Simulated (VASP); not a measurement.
# TePb (Fm-3m) in VASP: further runs

Runs on TePb. Level: PBEsol. Tasks: single point.

Program: VASP 6.6.1. These are calculated values, not measurements. Logs are shortened: lines on timing, memory, paths and dates and some standing lists are left out, and cuts for length are marked.

## 1. The cell of the first run

It takes space group Fm-3m (No. 225, cubic). The conventional cell has a = 6.475 Å, b = 6.475 Å, c = 6.475 Å, α = 90.00°, β = 90.00°, γ = 90.00°. Te (site symmetry m-3m) has 6 Pb at 3.24 Å within 4.3 Å. Within 4.3 Å of Pb (site symmetry m-3m) lie 6 Te at 3.24 Å.

## 2. Single point, PBEsol (volume scaled by 1.01)

Contents of INCAR:

```
SYSTEM = TePb
PREC     = Accurate       ! precision mode
ENCUT    = 520            ! plane-wave cutoff, eV
EDIFF    = 1E-6           ! SCF threshold, eV
ISMEAR   = -1             ! smearing method
SIGMA    = 0.03           ! smearing width, eV
LREAL    = .FALSE.        ! projectors in reciprocal space
LASPH    = .TRUE.         ! aspherical terms in the spheres
NELM     = 80             ! most SCF steps
ALGO     = Normal         ! electronic algorithm
ISIF     = 2              ! what is computed and relaxed
LWAVE    = .FALSE.        ! write WAVECAR
LCHARG   = .TRUE.         ! write CHGCAR
GGA      = PS             ! functional
LELF     = .TRUE.         ! ELF
LVHAR    = .TRUE.       
NBANDS   = 17             ! bands
```

Contents of KPOINTS:

```
regular mesh
0
G
  10 10 10
  0 0 0
```

Contents of POSCAR:

```
TePb
1.0
    0.0000000000      3.2377210090      3.2377210090
    3.2377210090      0.0000000000      3.2377210090
    3.2377210090      3.2377210090      0.0000000000
Te Pb
1 1
Direct
    0.5000000000      0.5000000000      0.5000000000
    0.0000000000      0.0000000000      0.0000000000
```

Potentials or basis: VASP PAW PBE potentials, release 64 (Te, Pb_d).

Command:

```console
$ cat potpaw_PBE.64/Te/POTCAR potpaw_PBE.64/Pb_d/POTCAR > POTCAR
$ mpirun -np 1 vasp_std > vasp.out
```

OUTCAR:

```text
SYSTEM = TePb
   PREC = Accurate
   ENCUT = 520
   EDIFF = 1E-6
   ISMEAR = -1
   LREAL = .FALSE.
   LASPH = .TRUE.
   NELM = 80
   ISIF = 2
   GGA = PS

 ion  position               nearest neighbor table
   1  0.500  0.500  0.500-   2 3.24   2 3.24   2 3.24   2 3.24   2 3.24   2 3.24
   2  0.000  0.000  0.000-   1 3.24   1 3.24   1 3.24   1 3.24   1 3.24   1 3.24

  LATTYP: Found a face centered cubic cell.
 ALAT       =     6.4754420180

  Lattice vectors:

 A1 = (   0.0000000000,   3.2377210090,   3.2377210090)
 A2 = (   3.2377210090,   0.0000000000,   3.2377210090)
 A3 = (   3.2377210090,   3.2377210090,   0.0000000000)

Analysis of symmetry for initial positions (statically):
=====================================================================
 Subroutine PRICEL returns:
 Original cell was already a primitive cell.

 Routine SETGRP: Setting up the symmetry group for a
 face centered cubic supercell.

 Subroutine GETGRP returns: Found 48 space group operations
 (whereof 48 operations were pure point group operations)
 out of a pool of 48 trial point group operations.

The static configuration has the point symmetry O_h .

Analysis of symmetry for dynamics (positions and initial velocities):
=====================================================================
 Subroutine PRICEL returns:
 Original cell was already a primitive cell.

 Routine SETGRP: Setting up the symmetry group for a
 face centered cubic supercell.

 Subroutine GETGRP returns: Found 48 space group operations
 (whereof 48 operations were pure point group operations)
 out of a pool of 48 trial point group operations.

The dynamic configuration has the point symmetry O_h .

 Subroutine INISYM returns: Found 48 space group operations
 (whereof 48 operations are pure point group operations),
 and found     1 'primitive' translations

----------------------------------------------------------------------------------------

                                     Primitive cell

  volume of cell :      67.8810

  direct lattice vectors                    reciprocal lattice vectors
     0.000000000  3.237721009  3.237721009    -0.154429612  0.154429612  0.154429612
     3.237721009  0.000000000  3.237721009     0.154429612 -0.154429612  0.154429612
     3.237721009  3.237721009  0.000000000     0.154429612  0.154429612 -0.154429612

  length of vectors
     4.578828962  4.578828962  4.578828962     0.267479935  0.267479935  0.267479935

  position of ions in fractional coordinates (direct lattice)
     0.500000000  0.500000000  0.500000000
     0.000000000  0.000000000  0.000000000

  ion indices of the primitive-cell ions
   primitive index   ion index
                 1           1
                 2           2

----------------------------------------------------------------------------------------

 KPOINTS: regular mesh

Automatic generation of k-mesh.
 Grid dimensions read from file:
 generate k-points for:   10   10   10

 Generating k-lattice:

  Cartesian coordinates                     Fractional coordinates (reciprocal lattice)
    -0.015442961  0.015442961  0.015442961     0.100000000  0.000000000  0.000000000
     0.015442961 -0.015442961  0.015442961     0.000000000  0.100000000  0.000000000
     0.015442961  0.015442961 -0.015442961     0.000000000  0.000000000  0.100000000

  Length of vectors
     0.026747993  0.026747993  0.026747993

  Shift w.r.t. Gamma in fractional coordinates (k-lattice)
     0.000000000  0.000000000  0.000000000

 Subroutine IBZKPT returns following result:
 ===========================================

 Found     47 irreducible k-points:

 Following reciprocal coordinates:
            Coordinates               Weight
  0.000000  0.000000  0.000000      1.000000
  0.100000  0.000000  0.000000      8.000000
  0.200000  0.000000  0.000000      8.000000
  0.300000  0.000000  0.000000      8.000000
  0.400000  0.000000  0.000000      8.000000
  0.500000  0.000000  0.000000      4.000000
[... 16 lines left out ...]
  0.300000  0.300000  0.000000      6.000000
  0.400000  0.300000  0.000000     24.000000
 [... further k-points ...]
   k-points           NKPTS =     47   k-points in BZ     NKDIM =     47   number of bands    NBANDS=     17
   number of dos      NEDOS =    301   number of ions     NIONS =      2
   total plane-waves  NPLWV =  46656
   dimension x,y,z NGX =    36 NGY =   36 NGZ =   36
   dimension x,y,z NGXF=    72 NGYF=   72 NGZF=   72
   ions per type =               1   1
   NGX,Y,Z   is equivalent  to a cutoff of  13.07, 13.07, 13.07 a.u.
   NGXF,Y,Z  is equivalent  to a cutoff of  26.14, 26.14, 26.14 a.u.
 SYSTEM =  TePb
   PREC   = accura    normal or accurate (medium, high low for compatibility)
   ISTART =      0    job   : 0-new  1-cont  2-samecut
   ICHARG =      2    charge: 1-file 2-atom 10-const
   ISPIN  =      1    spin polarized calculation?
   LNONCOLLINEAR =      F non collinear calculations
   LSORBIT =      F    spin-orbit coupling
   LASPH  =      T    aspherical Exc in radial PAW
   ENCUT  =  520.0 eV  38.22 Ry    6.18 a.u.   8.51  8.51  8.51*2*pi/ulx,y,z
   NELM   =     80;   NELMIN=  2; NELMDL= -5     # of ELM steps
   EDIFF  = 0.1E-05   stopping-criterion for ELM
   LREAL  =      F    real-space projection
   EDIFFG = 0.1E-04   stopping-criterion for IOM
   NSW    =      0    number of steps for IOM
   IBRION =     -1    ionic relax: 0-MD 1-quasi-New 2-CG
   NFREE  =      0    steps in history (QN), initial steepest desc. (CG)
   ISIF   =      2    stress and relaxation
   ISYM   =      2    0-nonsym 1-usesym 2-fastsym
   POTIM  = 0.5000    time-step for ionic-motion
   TEBEG  =    0.0;   TEEND  =   0.0 temperature during run
   PSTRESS=    0.0 pullay stress
   NELECT =      20.0000    total number of electrons
   NUPDOWN=      -1.0000    fix difference up-down
   EMIN   =  10.00;   EMAX   =-10.00  energy-range for DOS
   EFERMI =   0.00;   METHOD = LEGACY
   ISMEAR =    -1;   SIGMA  =   0.03  broadening in eV -4-tet -1-fermi 0-gaus
   EFERMI_NEDOS =   21; number of points for ismear=-14 and -15
   IALGO  =     38    algorithm
   IMIX   =      4    mixing-type and parameters
     AMIX     =   0.40;   BMIX     =  1.00
     AMIX_MAG =   1.60;   BMIX_MAG =  1.00
  volume/ion in A,a.u.               =      33.94       229.04
  Fermi-wavevector in a.u.,A,eV,Ry     =   1.089353  2.058579 16.145905  1.186691
  Thomas-Fermi vector in A             =   2.225555
   LORBIT       =      0    0 simple, 1 ext, 2 COOP (PROOUT), +10 PAW based schemes
   GGA     = PS    functional components
   LHFCALC =     F    Hartree Fock is set to
   AEXX    =    0.0000 exact exchange contribution
   IVDW    =     0    specifies the selected vdW correction
   LEPSILON=     F    determine dielectric tensor
   LRPA    =     F    only Hartree local field effects (RPA)
 non-spin polarized calculation
  energy-cutoff  :      520.00
  volume of cell :       67.88
 maximum number of plane-waves:      1850
 NGX is ok and might be reduce to    36
   NGX = 17   NGY = 17   NGZ = 17

 number of electron      20.0000003 magnetization

 Free energy of the ion-electron system (eV)
  ---------------------------------------------------
  ext. energy  EPLUGINS =         0.00000000
  ---------------------------------------------------
  free energy    TOTEN  =        -8.25722966 eV

  energy without entropy =       -8.25722959  energy(sigma->0) =       -8.25722963

 E-fermi :   5.7189     XC(G=0):  -9.4425

 val. band max:        5.3769800178   @ k =   0.5000   0.0000   0.0000
 cond. band min:       6.0590684769   @ k =   0.5000   0.0000   0.0000
 fundamental gap:      0.6820884592
 Fermi energy:         5.7188807259

 k-point     1 :       0.0000    0.0000    0.0000
  band No.  band energies     occupation
      1     -11.2373      2.00000
      2     -11.2373      2.00000
      3     -11.2269      2.00000
      4     -11.2269      2.00000
      5     -11.2269      2.00000
      6      -6.6024      2.00000
[... 9 lines left out ...]
     16      11.1518      0.00000
     17      12.6368      0.00000

 k-point     2 :       0.1000    0.0000    0.0000
  band No.  band energies     occupation
      1     -11.2384      2.00000
      2     -11.2384      2.00000
      3     -11.2267      2.00000
      4     -11.2256      2.00000
      5     -11.2256      2.00000
      6      -6.5169      2.00000
[... 9 lines left out ...]
     16      11.3433      0.00000
     17      13.3792      0.00000

 k-point     3 :       0.2000    0.0000    0.0000
  band No.  band energies     occupation
      1     -11.2419      2.00000
      2     -11.2419      2.00000
      3     -11.2260      2.00000
      4     -11.2215      2.00000
      5     -11.2215      2.00000
      6      -6.2668      2.00000
[... 9 lines left out ...]
     16      11.8683      0.00000
     17      14.7762      0.00000

 k-point     4 :       0.3000    0.0000    0.0000
  band No.  band energies     occupation
      1     -11.2466      2.00000
      2     -11.2466      2.00000
      3     -11.2253      2.00000
      4     -11.2160      2.00000
      5     -11.2160      2.00000
      6      -5.8770      2.00000
[... 9 lines left out ...]
     16      12.6879      0.00000
     17      16.1567      0.00000
[... 343 lines left out ...]
      1     -11.2482      2.00000
      2     -11.2479      2.00000
      3     -11.2238      2.00000
      4     -11.2176      2.00000
      5     -11.2145      2.00000
      6      -5.7510      2.00000
[... 9 lines left out ...]
     16      13.9968      0.00000
     17      14.5274      0.00000

 k-point    23 :       0.3000    0.3000    0.0000
  band No.  band energies     occupation
      1     -11.2730      2.00000
      2     -11.2334      2.00000
      3     -11.2300      2.00000
      4     -11.2104      2.00000
      5     -11.2104      2.00000
      6      -5.6627      2.00000
[... 9 lines left out ...]
     16      14.2938      0.00000
     17      14.6533      0.00000

 k-point    24 :       0.4000    0.3000    0.0000
  band No.  band energies     occupation
      1     -11.2807      2.00000
      2     -11.2333      2.00000
      3     -11.2305      2.00000
      4     -11.2075      2.00000
      5     -11.2065      2.00000
      6      -5.3562      2.00000
[... 9 lines left out ...]
     16      15.0261      0.00000
     17      15.5101      0.00000

 [... further k-points ...]

------------------------ aborting loop because EDIFF is reached ----------------------------------------

  FORCE on cell =-STRESS in cart. coord.  units (eV):
  Direction    XX          YY          ZZ          XY          YZ          ZX
  --------------------------------------------------------------------------------------
  -------------------------------------------------------------------------------------
  Total       -0.2948687     -0.2948687     -0.2948687      0.0000000      0.0000000      0.0000000
  in kB       -6.9597077     -6.9597077     -6.9597077      0.0000000      0.0000000      0.0000000
  external PRESSURE =      -6.9597077 kB  Pullay stress =       0.0000000 kB

 VOLUME and BASIS-vectors are now :
 -----------------------------------------------------------------------------
  energy-cutoff  :      520.00
  volume of cell :       67.88
      direct lattice vectors                 reciprocal lattice vectors
     0.000000000  3.237721009  3.237721009    -0.154429612  0.154429612  0.154429612
     3.237721009  0.000000000  3.237721009     0.154429612 -0.154429612  0.154429612
     3.237721009  3.237721009  0.000000000     0.154429612  0.154429612 -0.154429612

 POSITION                                       TOTAL-FORCE (eV/Angst)
 -----------------------------------------------------------------------------------
      3.23772      3.23772      3.23772        -0.000000     -0.000000      0.000000
      0.00000      0.00000      0.00000         0.000000      0.000000     -0.000000
 -----------------------------------------------------------------------------------
    total drift:                               -0.000000      0.000000      0.000000

  FREE ENERGIE OF THE ION-ELECTRON SYSTEM (eV)
  ---------------------------------------------------
  free  energy   TOTEN  =        -8.2572296617 eV

  energy  without entropy=       -8.2572295903  energy(sigma->0) =       -8.25722963
```

Wall time 58 s (1 thread of Intel Xeon Platinum 8375C at 2.90GHz (Ice Lake), shared host); peak memory 0.23 GiB.

Results:

```yaml
Free_energy: -8.2572 eV
Pressure: -0.7 GPa
Band_gap_on_the_k_mesh: 0.68 eV, direct
```

Caveat: the PAW data sets were made with another functional, which shifts forces and pressure a little; spin-orbit coupling is left out, which moves the levels of the heavy elements. A k mesh can miss the band edges.

## 3. Single point, PBEsol (volume scaled by 1.04)

Contents of INCAR:

```
  PREC = Accurate
  ENCUT = 520
  EDIFF = 1E-7
  ISMEAR = -1
  SIGMA = 0.03
  LREAL = False
  LASPH = True
  NELM = 80
  ALGO = Normal
  ISIF = 2
  LWAVE = False
  LCHARG = True
  GGA = PS
  LELF = True
  LVHAR = True
  NBANDS = 17
```

Contents of KPOINTS:

```
regular mesh
0
Gamma
  10 10 10
```

Contents of POSCAR:

```
TePb
1.0
    0.0000000000      3.2694653961      3.2694653961
    3.2694653961      0.0000000000      3.2694653961
    3.2694653961      3.2694653961      0.0000000000
Te Pb
1 1
Direct
    0.5000000000      0.5000000000      0.5000000000
    0.0000000000      0.0000000000      0.0000000000
```

Potentials or basis: VASP PAW PBE potentials, release 64 (Te, Pb_d).

Command:

```console
$ cat potpaw_PBE.64/Te/POTCAR potpaw_PBE.64/Pb_d/POTCAR > POTCAR
$ mpirun -np 1 vasp_std > vasp.out
```

OUTCAR:

```text
PREC = Accurate
   ENCUT = 520
   EDIFF = 1E-7
   ISMEAR = -1
   LREAL = False
   LASPH = True
   NELM = 80
   ISIF = 2
   GGA = PS

 ion  position               nearest neighbor table
   1  0.500  0.500  0.500-   2 3.27   2 3.27   2 3.27   2 3.27   2 3.27   2 3.27
   2  0.000  0.000  0.000-   1 3.27   1 3.27   1 3.27   1 3.27   1 3.27   1 3.27

  LATTYP: Found a face centered cubic cell.
 ALAT       =     6.5389307922

  Lattice vectors:

 A1 = (   0.0000000000,   3.2694653961,   3.2694653961)
 A2 = (   3.2694653961,   0.0000000000,   3.2694653961)
[... 648 lines left out ...]
      4     -11.5379      2.00000
      5     -11.5370      2.00000
      6      -5.5568      2.00000
[... 9 lines left out ...]
     16      14.6209      0.00000
     17      15.1388      0.00000

 [... further k-points ...]
[... 5 lines left out ...]
  --------------------------------------------------------------------------------------
  -------------------------------------------------------------------------------------
  Total       -0.7961026     -0.7961026     -0.7961026     -0.0000000      0.0000000      0.0000000
  in kB      -18.2481735    -18.2481735    -18.2481735     -0.0000000      0.0000000      0.0000000
  external PRESSURE =     -18.2481735 kB  Pullay stress =       0.0000000 kB

 VOLUME and BASIS-vectors are now :
 -----------------------------------------------------------------------------
  energy-cutoff  :      520.00
  volume of cell :       69.90
      direct lattice vectors                 reciprocal lattice vectors
     0.000000000  3.269465396  3.269465396    -0.152930201  0.152930201  0.152930201
     3.269465396  0.000000000  3.269465396     0.152930201 -0.152930201  0.152930201
     3.269465396  3.269465396  0.000000000     0.152930201  0.152930201 -0.152930201

 POSITION                                       TOTAL-FORCE (eV/Angst)
 -----------------------------------------------------------------------------------
      3.26947      3.26947      3.26947        -0.000000     -0.000000     -0.000000
      0.00000      0.00000      0.00000         0.000000      0.000000      0.000000
 -----------------------------------------------------------------------------------
    total drift:                               -0.000000      0.000000      0.000000

  FREE ENERGIE OF THE ION-ELECTRON SYSTEM (eV)
  ---------------------------------------------------
  free  energy   TOTEN  =        -8.2417657769 eV

  energy  without entropy=       -8.2417657465  energy(sigma->0) =       -8.24176576
```

OSZICAR:

```text
N       E                     dE             d eps       ncg     rms          rms(c)
DAV:   1     0.149180424753E+03    0.14918E+03   -0.92071E+03  1598   0.113E+03
DAV:   2     0.233554811723E+01   -0.14684E+03   -0.14269E+03  1670   0.289E+02
DAV:   3    -0.809096779857E+01   -0.10427E+02   -0.10373E+02  2071   0.839E+01
DAV:   4    -0.836767367078E+01   -0.27671E+00   -0.27658E+00  2047   0.153E+01
DAV:   5    -0.837747540851E+01   -0.98017E-02   -0.98013E-02  2279   0.254E+00    0.307E+00
DAV:   6    -0.824738731729E+01    0.13009E+00   -0.28693E-01  2300   0.386E+00    0.187E+00
DAV:   7    -0.824135317804E+01    0.60341E-02   -0.75632E-02  2043   0.138E+00    0.863E-01
DAV:   8    -0.824193262591E+01   -0.57945E-03   -0.88736E-03  1959   0.946E-01    0.124E-01
DAV:   9    -0.824175987382E+01    0.17275E-03   -0.14686E-03  2398   0.369E-01    0.488E-02
DAV:  10    -0.824176420811E+01   -0.43343E-05   -0.11900E-04  2050   0.881E-02    0.218E-02
DAV:  11    -0.824176588083E+01   -0.16727E-05   -0.20223E-05  2107   0.310E-02    0.872E-03
DAV:  12    -0.824176599234E+01   -0.11151E-06   -0.12618E-06  2143   0.117E-02    0.712E-03
DAV:  13    -0.824176578352E+01    0.20882E-06   -0.15797E-07  1346   0.372E-03    0.359E-03
DAV:  14    -0.824176577686E+01    0.66634E-08   -0.14147E-07  1099   0.255E-03
   1 F= -.82417658E+01 E0= -.82417658E+01  d E =-.303858E-07
```

Wall time 74 s (1 thread of Intel Xeon Platinum 8375C at 2.90GHz (Ice Lake), shared host); peak memory 0.23 GiB.

What came out:

```yaml
Free_energy: -8.2418 eV
Pressure: -1.8 GPa
Band_gap_on_the_k_mesh: 0.74 eV, direct
```

Levels at points of the mesh, in eV from the valence-band top:
```
           k point  band 8  band 9  band 10  band 11  band 12  band 13
(0.00, 0.00, 0.00)   -1.19   -1.19    -1.19     4.02     4.02     4.02
(0.50, 0.00, 0.00)   -0.75   -0.75     0.00     0.74     1.34     1.34
(0.50, 0.50, 0.00)   -4.24   -2.59    -2.59     3.37     5.34     5.34
```

Caveat: the PAW data sets were made with another functional, which shifts forces and pressure a little; spin-orbit coupling is left out, which moves the levels of the heavy elements.
